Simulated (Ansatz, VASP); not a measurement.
RbTi in VASP and in Ansatz

The input INCAR:

```
SYSTEM = RbTi
PREC = Accurate
ENCUT = 600
EDIFF = 1E-6
ISMEAR = -1
SIGMA = 0.03
LREAL = .False.
LASPH = .True.
NELM = 80
ALGO = Normal
ISIF = 3
LWAVE = .False.
LCHARG = .False.
GGA = PS
IBRION = 2
NSW = 100
EDIFFG = -0.005
```

KPOINTS

```
Automatic mesh
0
Gamma
  10 10 10
  0 0 0
```

The input POSCAR:

```
RbTi
1.0
    4.0063785807      0.0000000000      0.0000000000
    0.0000000000      4.0063785807      0.0000000000
    0.0000000000      0.0000000000      4.0063785807
Rb Ti
1 1
Direct
    0.0000000000      0.0000000000      0.0000000000
    0.5000000000      0.5000000000      0.5000000000
```

Input for Ansatz:

```yaml
crystal:
  lattice:
    - [4.0063785807, 0.0, 0.0]
    - [0.0, 4.0063785807, 0.0]
    - [0.0, 0.0, 4.0063785807]
  atoms:
    - { symbol: Rb, position: [0.0, 0.0, 0.0] }
    - { symbol: Ti, position: [0.5, 0.5, 0.5] }
kpoints:
  mp_grid: { grid: [10, 10, 10] }
scf:
  occupations: { method: fermi_dirac, width: 0.03 }
hamiltonian:
  xc: pbesol
  pseudopotentials: { kind: paw }
output:
  forces: true
  stress: true
  write_density: true
  write_potential: true
  elf: true
  volumetric_format: npy
relax:
  f_tol: 0.005
  max_steps: 80
  cell: {}
```

Alike in both runs: task relaxation of cell and atoms; functional PBEsol; k mesh 10 × 10 × 10; occupations fermi-dirac, width 0.03 eV; no spin polarisation.

```csv
,VASP,Ansatz
version,VASP 6.6.1,Ansatz 0.2.0
potentials or method,"VASP PAW PBE potentials, release 64 (Rb_sv, Ti_sv)","PAW with Ansatz's default frozen-core files, scalar-relativistic"
plane-wave cutoff (eV),600,420
valence electrons in the cell,21,21
```

|  | VASP | Ansatz | Ansatz less VASP |
| --- | --- | --- | --- |
| relaxed volume (Å³/atom) | 32.31 | 32.15 | -0.157 |
| relaxed cell length with the largest relative difference (Å) | 4.013 | 4.006 | -0.0065 |

VASP's potentials were made for PBE, not for PBEsol.
